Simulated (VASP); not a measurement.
Write the native input for VASP 6.6.1 that does the following.

- Task: single point
- Functional: PBE
- Potentials or basis: VASP PAW PBE potentials, release 64 (W_sv, S)
- Cutoff: 520 eV
- k mesh: 10 × 10 × 1
- Occupations: fermi-dirac, width 0.05 eV
- Spin: no spin polarisation
- Dipole correction: no
- Further INCAR settings: ALGO = Normal; EDIFF = 1e-06; NBANDS = 49

The structure of WS2 lies in POSCAR:

```
WS2
1.0
    3.1829541699      0.0000000000      0.0000000000
   -1.5914770850      2.7565191702      0.0000000000
    0.0000000000      0.0000000000     28.5322178600
W S
3 6
Direct
    0.6666666667      0.3333333333      0.4343616800
    0.6666666667      0.3333333333      0.8855337800
    0.0000000000      0.0000000000      0.6592864300
    0.6666666667      0.3333333333      0.6046252100
    0.0000000000      0.0000000000      0.3797102500
    0.0000000000      0.0000000000      0.8308482800
    0.6666666667      0.3333333333      0.7139522100
    0.0000000000      0.0000000000      0.4890304200
    0.0000000000      0.0000000000      0.9401857300
```

The input as run:

INCAR

```
  PREC = Accurate
  ENCUT = 520
  EDIFF = 1E-6
  ISMEAR = -1
  SIGMA = 0.05
  LREAL = F
  LASPH = T
  NELM = 80
  ALGO = Normal
  ISIF = 2
  LWAVE = F
  LCHARG = T
  GGA = PE
  LELF = T
  LVHAR = T
  NBANDS = 49
```

KPOINTS

```
Automatic mesh
0
Gamma
  10 10 1
```

Potentials or basis: VASP PAW PBE potentials, release 64 (W_sv, S).

The run is started by

```console
$ cat potpaw_PBE.64/W_sv/POTCAR potpaw_PBE.64/S/POTCAR > POTCAR
$ mpirun -np 1 vasp_std > vasp.out
```

Results of the run:

The largest force is 0.268 eV/Å and the band gap on the k mesh is 1.48 eV, indirect (least direct gap 2.11 eV).

Caveat: spin-orbit coupling is left out, which moves the levels of the heavy elements.

It took 4.2 min on 1 thread of Intel(R) Xeon(R) Platinum 8375C CPU @ 2.90GHz (Ice Lake), on a shared host, peak memory 0.41 GiB.
